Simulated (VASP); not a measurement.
Input of a VASP 6.6.1 run:

The input POSCAR:

```
Cu
1.0
    0.0000000000      1.8075000000      1.8075000000
    1.8075000000      0.0000000000      1.8075000000
    1.8075000000      1.8075000000      0.0000000000
Cu
1
Direct
    0.0030000000      0.0030000000      0.0030000000
```

INCAR.step1

```
SYSTEM = Cu
PREC = Accurate ; ENCUT = 600
ISMEAR = 0 ; SIGMA = 0.1
LREAL = .FALSE. ; LASPH = .TRUE.
NELM = 60 ; GGA = PE
ALGO = Normal ; EDIFF = 1E-4
LWAVE = .TRUE. ; LCHARG = .FALSE.
```

The input INCAR.step2:

```
SYSTEM = Cu
PREC = Accurate ; ENCUT = 600
EDIFF = 1E-6 ; ISMEAR = 0
SIGMA = 0.1 ; LREAL = .FALSE.
LASPH = .TRUE. ; NELM = 60
ALGO = Normal ; ISIF = 3
LWAVE = .FALSE. ; LCHARG = .FALSE.
METAGGA = R2SCAN ; LMIXTAU = .TRUE.
IBRION = 2 ; NSW = 80
EDIFFG = -0.003 ; ISTART = 1
```

Contents of KPOINTS:

```
regular mesh
0
G
  26 26 26
  0 0 0
```

Potentials or basis: VASP PAW PBE potentials, release 64 (Cu).

Run with:

```console
$ cat potpaw_PBE.64/Cu/POTCAR > POTCAR
$ cp INCAR.step1 INCAR
$ mpirun -np 1 vasp_std > vasp.out
$ cp INCAR.step2 INCAR
$ mpirun -np 1 vasp_std > vasp.out
```

Predict the space group after relaxing (to 0.1 Å).

Fm-3m (No. 225).

What does it give for the relaxed cell?

a = 2.532 Å, b = 2.532 Å, c = 2.532 Å, α = 60.00°, β = 60.00°, γ = 60.00°.

What does it give for the relaxed volume?

11.48 Å³/atom.

Estimate the band gap on the k mesh.

zero (an odd number of electrons rules out a gap without spin polarisation).

Final structure:
```
Cu
1.0
     0.00000    1.79066    1.79066
     1.79066    0.00000    1.79066
     1.79066    1.79066    0.00000
Cu
1
Cartesian
  0.0107 0.0107 0.0107
```

Caveat: the PAW data sets were made with another functional, which shifts forces and pressure a little.
